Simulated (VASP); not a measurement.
# Pt in VASP: notebook

The runs below take Pt through single point, with PBEsol.

All numbers are computed with VASP 6.6.1; they aren't measurements. Logs are shortened: lines on timing, memory, paths and dates and some standing lists are left out, and cuts for length are marked.

### 1 The cell of the first run

Symmetry: C2/m, No. 12, monoclinic system. Conventional cell: a = 3.190 Å, b = 4.414 Å, c = 2.171 Å, α = 90.00°, β = 108.24°, γ = 90.00°. Pt (site symmetry 2/m) has 6 Pt at 2.17 to 2.72 Å within 2.9 Å.

### 2 Single point, PBEsol (engineering shear strain xz -0.3000, engineering shear strain yz -0.3000)

INCAR reads:

```
PREC = Accurate
ENCUT = 520
EDIFF = 1E-6
ISMEAR = 0
SIGMA = 0.15
LREAL = False
LASPH = True
NELM = 60
ALGO = Fast
ISIF = 2
LWAVE = False
LCHARG = False
GGA = PS
NBANDS = 11
```

KPOINTS reads:

```
regular mesh
0
Gamma
  20 20 20
```

POSCAR reads:

```
Pt
1.0
   -1.7945086294      1.3263759434      1.5604422864
    1.3263759434     -1.7945086294      1.5604422864
    1.7945086294      1.7945086294     -2.0285749723
Pt
1
Direct
    0.0000000000      0.0000000000      0.0000000000
```

Potentials or basis: VASP PAW PBE potentials, release 64 (Pt).

Launch:

```console
$ cat potpaw_PBE.64/Pt/POTCAR > POTCAR
$ mpirun -np 1 vasp_std > vasp.out
```

OUTCAR:

```text
PREC = Accurate
   ENCUT = 520
   EDIFF = 1E-6
   ISMEAR = 0
   LREAL = False
   LASPH = True
   NELM = 60
   ISIF = 2
   GGA = PS

 ion  position               nearest neighbor table
   1  0.000  0.000  0.000-

  Warning from LATTYP: Got some problem with cell dimensions!
  Tried to take original basis but could not verify dimensions!
  LATTYP: Found a base centered monoclinic cell.
 ALAT       =     3.1903317915
 B/A-ratio  =     1.3834289277
 C/A-ratio  =     0.6803812610
 COS(beta)  =    -0.3129402182

  Lattice vectors:

 A1 = (   1.7945086294,  -1.3263759434,  -1.5604422864)
 A2 = (  -1.3263759434,   1.7945086294,  -1.5604422864)
 A3 = (   1.3263759434,   1.3263759434,   1.0923096005)

Analysis of symmetry for initial positions (statically):
=====================================================================
 Subroutine PRICEL returns:
 Original cell was already a primitive cell.

 Routine SETGRP: Setting up the symmetry group for a
 base centered monoclinic supercell.

 Subroutine GETGRP returns: Found  4 space group operations
 (whereof  4 operations were pure point group operations)
 out of a pool of  4 trial point group operations.

The static configuration has the point symmetry C_2h.

Analysis of symmetry for dynamics (positions and initial velocities):
=====================================================================
 Subroutine PRICEL returns:
 Original cell was already a primitive cell.

 Routine SETGRP: Setting up the symmetry group for a
 base centered monoclinic supercell.

 Subroutine GETGRP returns: Found  4 space group operations
 (whereof  4 operations were pure point group operations)
 out of a pool of  4 trial point group operations.

The dynamic configuration has the point symmetry C_2h.

 Subroutine INISYM returns: Found  4 space group operations
 (whereof  4 operations are pure point group operations),
 and found     1 'primitive' translations

----------------------------------------------------------------------------------------

                                     Primitive cell

  volume of cell :      14.5146

  direct lattice vectors                    reciprocal lattice vectors
    -1.794508629  1.326375943  1.560442286     0.057877268  0.378299243  0.385848452
     1.326375943 -1.794508629  1.560442286     0.378299243  0.057877268  0.385848452
     1.794508629  1.794508629 -2.028574972     0.335520393  0.335520393  0.100656118

  length of vectors
     2.722960612  2.722960612  3.248944269     0.543451123  0.543451123  0.485056206

  position of ions in fractional coordinates (direct lattice)
     0.000000000  0.000000000  0.000000000

  ion indices of the primitive-cell ions
   primitive index   ion index
                 1           1

----------------------------------------------------------------------------------------

 KPOINTS: regular mesh

Automatic generation of k-mesh.
 Grid dimensions read from file:
 generate k-points for:   20   20   20

 Generating k-lattice:

  Cartesian coordinates                     Fractional coordinates (reciprocal lattice)
     0.002893863  0.018914962  0.019292423     0.050000000  0.000000000 -0.000000000
     0.018914962  0.002893863  0.019292423     0.000000000  0.050000000 -0.000000000
     0.016776020  0.016776020  0.005032806     0.000000000  0.000000000  0.050000000

  Length of vectors
     0.027172556  0.027172556  0.024252810

  Shift w.r.t. Gamma in fractional coordinates (k-lattice)
     0.000000000  0.000000000  0.000000000

 Subroutine IBZKPT returns following result:
 ===========================================

 Found   2112 irreducible k-points:

 Following reciprocal coordinates:
            Coordinates               Weight
  0.000000  0.000000  0.000000      1.000000
  0.050000 -0.000000 -0.000000      4.000000
  0.100000 -0.000000 -0.000000      4.000000
  0.150000 -0.000000 -0.000000      4.000000
  0.200000 -0.000000 -0.000000      4.000000
  0.250000 -0.000000 -0.000000      4.000000
[... 16 lines left out ...]
 -0.400000  0.050000  0.000000      4.000000
 -0.350000  0.050000  0.000000      4.000000
 [... further k-points ...]
   k-points           NKPTS =   2112   k-points in BZ     NKDIM =   2112   number of bands    NBANDS=     11
   number of dos      NEDOS =    301   number of ions     NIONS =      1
   total plane-waves  NPLWV =   9600
   dimension x,y,z NGX =    20 NGY =   20 NGZ =   24
   dimension x,y,z NGXF=    40 NGYF=   40 NGZF=   48
   ions per type =               1
   NGX,Y,Z   is equivalent  to a cutoff of  12.21, 12.21, 12.28 a.u.
   NGXF,Y,Z  is equivalent  to a cutoff of  24.42, 24.42, 24.56 a.u.
 SYSTEM =  unknown system
   PREC   = accura    normal or accurate (medium, high low for compatibility)
   ISTART =      0    job   : 0-new  1-cont  2-samecut
   ICHARG =      2    charge: 1-file 2-atom 10-const
   ISPIN  =      1    spin polarized calculation?
   LNONCOLLINEAR =      F non collinear calculations
[... 36 lines left out ...]
 RMM-DIIS sequential band-by-band and
 Gauss-broadening in eV      SIGMA  =   0.15
  energy-cutoff  :      520.00
  volume of cell :       14.51
 maximum number of plane-waves:       406
   NGX = 11   NGY = 11   NGZ = 11

 number of electron      10.0000000 magnetization

 Free energy of the ion-electron system (eV)
  ---------------------------------------------------
  ext. energy  EPLUGINS =         0.00000000
  ---------------------------------------------------
  free energy    TOTEN  =        -5.07352048 eV

  energy without entropy =       -5.06119287  energy(sigma->0) =       -5.06735667

 E-fermi :  12.2112     XC(G=0): -13.7181

 val. band max:       12.2095409853   @ k =   0.0500  -0.0000  -0.0000
 cond. band min:      12.2123119778   @ k =  -0.0500   0.0500   0.0500
 fundamental gap:      0.0027709925
 Fermi energy:        12.2111673530

 k-point     1 :       0.0000    0.0000    0.0000
  band No.  band energies     occupation
      1       1.0430      2.00000
      2       3.4693      2.00000
      3       6.4151      2.00000
      4       9.3475      2.00000
      5      12.5036      0.00583
      6      12.7097      0.00000
      7      24.9735      0.00000
      8      27.5283      0.00000
      9      31.3722      0.00000
     10      37.6383      0.00000
     11      37.7101      0.00000

 k-point     2 :       0.0500   -0.0000   -0.0000
  band No.  band energies     occupation
      1       1.2455      2.00000
      2       3.6267      2.00000
      3       6.4784      2.00000
      4       9.3497      2.00000
      5      12.2095      1.01223
      6      12.4396      0.03129
      7      25.1755      0.00000
      8      27.8759      0.00000
      9      31.6433      0.00000
     10      36.4761      0.00000
     11      37.9407      0.00000

 k-point     3 :       0.1000   -0.0000   -0.0000
  band No.  band energies     occupation
      1       1.8208      2.00000
      2       4.1104      2.00000
      3       6.6624      2.00000
      4       9.3603      2.00000
      5      11.3890      2.00000
      6      11.7717      1.99997
      7      25.7034      0.00000
      8      28.7824      0.00000
      9      32.3299      0.00000
     10      34.9383      0.00000
     11      37.5485      0.00000

 k-point     4 :       0.1500   -0.0000   -0.0000
  band No.  band energies     occupation
      1       2.6645      2.00000
      2       4.9573      2.00000
      3       6.9454      2.00000
      4       9.3759      2.00000
      5      10.3040      2.00000
      6      10.9079      2.00000
      7      26.3385      0.00000
      8      29.9403      0.00000
      9      33.0361      0.00000
     10      33.4441      0.00000
     11      36.7665      0.00000
[... 239 lines left out ...]
 k-point    22 :      -0.4500    0.0500    0.0000
  band No.  band energies     occupation
      1       3.8543      2.00000
      2       6.0430      2.00000
      3       8.6687      2.00000
      4      10.1464      2.00000
      5      13.0915      0.00000
      6      13.6922      0.00000
      7      22.5400      0.00000
      8      25.0704      0.00000
      9      29.8012      0.00000
     10      32.3370      0.00000
     11      35.5262      0.00000

 k-point    23 :      -0.4000    0.0500    0.0000
  band No.  band energies     occupation
      1       4.2903      2.00000
      2       6.3270      2.00000
      3       8.7032      2.00000
      4       9.6530      2.00000
      5      11.9052      1.99608
      6      11.9686      1.97777
      7      23.5386      0.00000
      8      26.2811      0.00000
      9      30.5508      0.00000
     10      32.4393      0.00000
     11      37.0729      0.00000

 k-point    24 :      -0.3500    0.0500    0.0000
  band No.  band energies     occupation
      1       4.6860      2.00000
      2       6.6209      2.00000
      3       8.8965      2.00000
      4       9.1749      2.00000
      5       9.9329      2.00000
      6      10.8394      2.00000
      7      24.6713      0.00000
      8      28.1373      0.00000
      9      31.1392      0.00000
     10      32.6351      0.00000
     11      36.0958      0.00000

 [... further k-points ...]

------------------------ aborting loop because EDIFF is reached ----------------------------------------

  FORCE on cell =-STRESS in cart. coord.  units (eV):
  Direction    XX          YY          ZZ          XY          YZ          ZX
  --------------------------------------------------------------------------------------
  -------------------------------------------------------------------------------------
  Total        7.6861983      7.6861983      5.4253534      6.4415253      5.5339150      5.5339149
  in kB      848.4293237    848.4293237    598.8694017    711.0379828    610.8528065    610.8527921
  external PRESSURE =     765.2426830 kB  Pullay stress =       0.0000000 kB

 VOLUME and BASIS-vectors are now :
 -----------------------------------------------------------------------------
  energy-cutoff  :      520.00
  volume of cell :       14.51
      direct lattice vectors                 reciprocal lattice vectors
    -1.794508629  1.326375943  1.560442286     0.057877268  0.378299243  0.385848452
     1.326375943 -1.794508629  1.560442286     0.378299243  0.057877268  0.385848452
     1.794508629  1.794508629 -2.028574972     0.335520393  0.335520393  0.100656118

 POSITION                                       TOTAL-FORCE (eV/Angst)
 -----------------------------------------------------------------------------------
      0.00000      0.00000      0.00000        -0.000000      0.000000      0.000000
 -----------------------------------------------------------------------------------
    total drift:                                0.000000     -0.000000      0.000000

  FREE ENERGIE OF THE ION-ELECTRON SYSTEM (eV)
  ---------------------------------------------------
  free  energy   TOTEN  =        -5.0735204762 eV

  energy  without entropy=       -5.0611928733  energy(sigma->0) =       -5.06735667
```

Wall time 3.7 min (1 thread of Intel Xeon Platinum 8375C at 2.90GHz (Ice Lake), shared host); peak memory 0.43 GiB.

Results:

* Free energy: -5.0735 eV
* Pressure: 76.5 GPa
* Band gap on the k mesh: zero (bands 5 and 6 overlap by 5.31 eV)

Stress tensor (GPa, compression positive):
```
84.84 71.10 61.09
71.10 84.84 61.09
61.09 61.09 59.89
```

Levels at points of the mesh, in eV from the Fermi level:
```csv
k point,band 3,band 4,band 5,band 6,band 7,band 8
"(0.00, 0.00, 0.00)",-5.80,-2.86,0.29,0.50,12.76,15.32
"(0.50, 0.00, 0.00)",-3.60,-1.48,1.75,2.75,9.77,12.55
"(0.50, 0.50, 0.00)",-0.81,-0.59,0.19,0.53,5.28,7.60
"(0.00, 0.00, 0.50)",-2.96,-2.85,-0.87,0.45,11.01,13.44
"(0.50, 0.00, 0.50)",-2.22,-1.53,0.29,0.70,3.23,12.23
"(0.50, 0.50, 0.50)",-2.96,0.16,2.77,7.99,8.01,9.87
```

Caveat: the cell differs from its parent crystal (engineering shear strain xz -0.3000, engineering shear strain yz -0.3000); the cell stands under pressure; the PAW data sets were made with another functional, which shifts forces and pressure a little; spin-orbit coupling is left out, which moves the levels of the heavy elements.

### 3 Single point, PBEsol (engineering shear strain xz -0.2250, engineering shear strain yz -0.2250)

INCAR reads:

```
PREC = Accurate ; ENCUT = 520
EDIFF = 1E-6 ; ISMEAR = 0
SIGMA = 0.15 ; LREAL = F
LASPH = T ; NELM = 80
ALGO = Fast ; ISIF = 2
LWAVE = F ; LCHARG = F
GGA = PS ; NBANDS = 11
```

KPOINTS is that of step 2.

POSCAR reads:

```
Pt
1.0
   -1.7359920436      1.3848925292      1.5604422864
    1.3848925292     -1.7359920436      1.5604422864
    1.7359920436      1.7359920436     -1.9115418008
Pt
1
Direct
    0.0000000000      0.0000000000      0.0000000000
```

Potentials or basis: VASP PAW PBE potentials, release 64 (Pt).

Launch:

```console
$ cat potpaw_PBE.64/Pt/POTCAR > POTCAR
$ mpirun -np 1 vasp_std > vasp.out
```

Run time: 3.8 min. Hardware: 1 thread of Intel Xeon Platinum 8375C at 2.90GHz (Ice Lake), shared host; peak memory 0.44 GiB.

Results (log left out):

```
Free energy            : -5.9391 eV
Pressure               : 41.1 GPa
Band gap on the k mesh : zero (bands 5 and 6 overlap by 4.35 eV)
```

Stress tensor (GPa, compression positive):
```
45.61 40.26 40.33
40.26 45.61 40.33
40.33 40.33 32.04
```

Levels at points of the mesh, in eV from the Fermi level:
```tsv
k point	band 1	band 2	band 3	band 4	band 5	band 6	band 7	band 8	band 9	band 10
(0.00, 0.00, 0.00)	-10.49	-7.02	-4.86	-2.45	-0.19	0.07	14.01	16.26	19.15	25.33
(0.50, 0.00, 0.00)	-7.62	-5.55	-2.61	-1.37	1.80	2.05	10.74	10.79	16.58	21.37
(0.50, 0.50, 0.00)	-8.15	-6.53	-0.40	-0.32	-0.21	0.84	6.03	9.28	20.65	20.95
(0.00, 0.00, 0.50)	-7.19	-5.64	-1.93	-1.86	-0.21	0.39	9.37	13.47	17.43	24.06
(0.50, 0.00, 0.50)	-8.44	-6.71	-1.49	-0.59	0.02	0.54	4.27	12.90	20.36	23.78
(0.50, 0.50, 0.50)	-7.58	-7.01	-1.91	0.44	2.48	7.95	7.97	8.98	15.88	19.49
```

Caveat: the cell differs from its parent crystal (engineering shear strain xz -0.2250, engineering shear strain yz -0.2250); the cell stands under pressure; the PAW data sets were made with another functional, which shifts forces and pressure a little; spin-orbit coupling is left out, which moves the levels of the heavy elements.

### 4 Single point, PBEsol (engineering shear strain xz -0.1500, engineering shear strain yz -0.1500)

INCAR reads:

```
SYSTEM = Pt
  ALGO = Fast
  EDIFF = 1E-7
  ENCUT = 520
  GGA = PS
  ISIF = 2
  ISMEAR = 0
  LASPH = .TRUE.
  LCHARG = .FALSE.
  LREAL = .FALSE.
  LWAVE = .FALSE.
  NBANDS = 11
  NELM = 80
  PREC = Accurate
  SIGMA = 0.15
```

KPOINTS reads:

```
k-points
0
G
  20 20 20
  0 0 0
```

POSCAR reads:

```
Pt
1.0
   -1.6774754579      1.4434091149      1.5604422864
    1.4434091149     -1.6774754579      1.5604422864
    1.6774754579      1.6774754579     -1.7945086294
Pt
1
Direct
    0.0000000000      0.0000000000      0.0000000000
```

Launch:

```console
$ cat potpaw_PBE.64/Pt/POTCAR > POTCAR
$ mpirun -np 1 vasp_std > vasp.out
```

It took 4.1 min on 1 thread of Intel Xeon Platinum 8375C at 2.90GHz (Ice Lake), shared host; peak memory 0.45 GiB.

It converged, with:

| Property | Result |
| --- | --- |
| Free energy | -6.4662 eV |
| Pressure | 17.7 GPa |
| Band gap on the k mesh | zero (bands 5 and 6 overlap by 3.55 eV) |

Stress tensor (GPa, compression positive):
```
19.53 19.04 26.51
19.04 19.53 26.51
26.51 26.51 14.06
```

Levels at points of the mesh, in eV from the Fermi level:
```csv
k point,band 1,band 2,band 3,band 4,band 5,band 6,band 7,band 8,band 9,band 10
"(0.00, 0.00, 0.00)",-10.09,-5.59,-4.17,-2.45,-0.60,-0.35,15.15,16.85,18.79,25.87
"(0.50, 0.00, 0.00)",-7.01,-5.09,-1.75,-1.32,1.40,1.76,9.19,11.72,16.25,22.11
"(0.50, 0.50, 0.00)",-7.29,-5.84,-0.62,-0.41,0.01,1.12,6.49,10.93,19.09,22.38
"(0.00, 0.00, 0.50)",-6.95,-5.26,-1.34,-1.13,0.32,0.49,8.04,13.45,16.78,24.26
"(0.50, 0.00, 0.50)",-7.53,-6.00,-0.88,-0.34,-0.14,0.60,5.11,13.37,18.63,24.42
"(0.50, 0.50, 0.50)",-6.82,-6.58,-0.94,0.61,2.04,7.88,7.90,8.39,14.56,19.69
```

Caveat: the cell differs from its parent crystal (engineering shear strain xz -0.1500, engineering shear strain yz -0.1500); the cell stands under pressure; the PAW data sets were made with another functional, which shifts forces and pressure a little; spin-orbit coupling is left out, which moves the levels of the heavy elements.

### 5 Single point, PBEsol (engineering shear strain xz -0.2250, engineering shear strain yz -0.1500)

INCAR reads:

```
SYSTEM = Pt
  ALGO = Fast
  EDIFF = 1E-6
  ENCUT = 520
  GGA = PS
  ISIF = 2
  ISMEAR = 0
  LASPH = .True.
  LCHARG = .False.
  LREAL = .False.
  LWAVE = .False.
  NBANDS = 11
  NELM = 80
  PREC = Accurate
  SIGMA = 0.15
```

KPOINTS reads:

```
k-points
0
Gamma
  20 20 20
  0 0 0
```

POSCAR reads:

```
Pt
1.0
   -1.7359920436      1.4434091149      1.6189588721
    1.3848925292     -1.6774754579      1.5019257007
    1.7359920436      1.6774754579     -1.8530252151
Pt
1
Direct
    0.0000000000      0.0000000000      0.0000000000
```

Launch:

```console
$ cat potpaw_PBE.64/Pt/POTCAR > POTCAR
$ mpirun -np 1 vasp_std > vasp.out
```

Run time: 3.4 min. Hardware: 1 thread of Intel Xeon 6975P-C (Granite Rapids), shared host; peak memory 0.72 GiB.

Results (log left out):

```
Free energy            : -6.2158 eV
Pressure               : 29.0 GPa
Band gap on the k mesh : zero (bands 5 and 6 overlap by 4.09 eV)
```

Stress tensor (GPa, compression positive):
```
27.32 27.85 37.60
27.85 37.45 26.90
37.60 26.90 22.37
```

Levels at points of the mesh, in eV from the Fermi level:
```csv
k point,band 2,band 3,band 4,band 5,band 6,band 7,band 8,band 9
"(0.00, 0.00, 0.00)",-6.28,-4.54,-2.31,-0.45,-0.05,14.44,16.75,19.09
"(0.50, 0.00, 0.00)",-5.40,-2.08,-1.10,1.39,1.42,9.62,11.14,17.18
"(0.00, 0.50, 0.00)",-5.16,-2.21,-1.50,2.10,2.21,10.39,11.33,15.73
"(0.50, 0.50, 0.00)",-6.16,-0.52,-0.30,-0.11,0.97,6.41,10.14,20.07
"(0.00, 0.00, 0.50)",-5.44,-1.66,-1.31,0.17,0.37,8.67,13.26,17.34
"(0.50, 0.00, 0.50)",-6.50,-1.37,-0.15,0.05,0.58,4.21,13.86,19.34
"(0.00, 0.50, 0.50)",-6.21,-0.92,-0.41,-0.31,0.50,5.31,12.55,19.67
"(0.50, 0.50, 0.50)",-6.70,-1.42,0.49,2.39,7.85,8.05,8.72,15.22
```

Caveat: the cell differs from its parent crystal (engineering shear strain xz -0.2250, engineering shear strain yz -0.1500); the cell stands under pressure; the PAW data sets were made with another functional, which shifts forces and pressure a little; spin-orbit coupling is left out, which moves the levels of the heavy elements.

### 6 Summary

```tsv
cell	further INCAR settings	gap on the mesh (eV)	pressure (GPa)
a = 2.723, b = 2.723, c = 3.249 Å, angles 116.9, 116.9, 108.3°, 1 atom	ALGO = Fast; EDIFF = 1e-06; NBANDS = 11	none	76.5
a = 2.714, b = 2.714, c = 3.111 Å, angles 115.2, 115.2, 108.8°, 1 atom	ALGO = Fast; EDIFF = 1e-06; NBANDS = 11	none	41.1
a = 2.708, b = 2.708, c = 2.975 Å, angles 113.4, 113.4, 109.2°, 1 atom	ALGO = Fast; EDIFF = 1e-07; NBANDS = 11	none	17.7
a = 2.778, b = 2.643, c = 3.043 Å, angles 113.4, 115.1, 109.0°, 1 atom	ALGO = Fast; EDIFF = 1e-06; NBANDS = 11	none	29.0
```

Alike in all rows: task single point; level PBEsol; potentials or basis VASP PAW PBE potentials, release 64 (Pt); no spin polarisation; k mesh 20 × 20 × 20; cutoff (eV) 520; smearing gaussian 0.15 eV.

Caveats: the cell stands under pressure; the PAW data sets were made with another functional, which shifts forces and pressure a little; spin-orbit coupling is left out, which moves the levels of the heavy elements.

Total energies depend on the potentials used, so only differences within one code and one set of settings carry meaning.
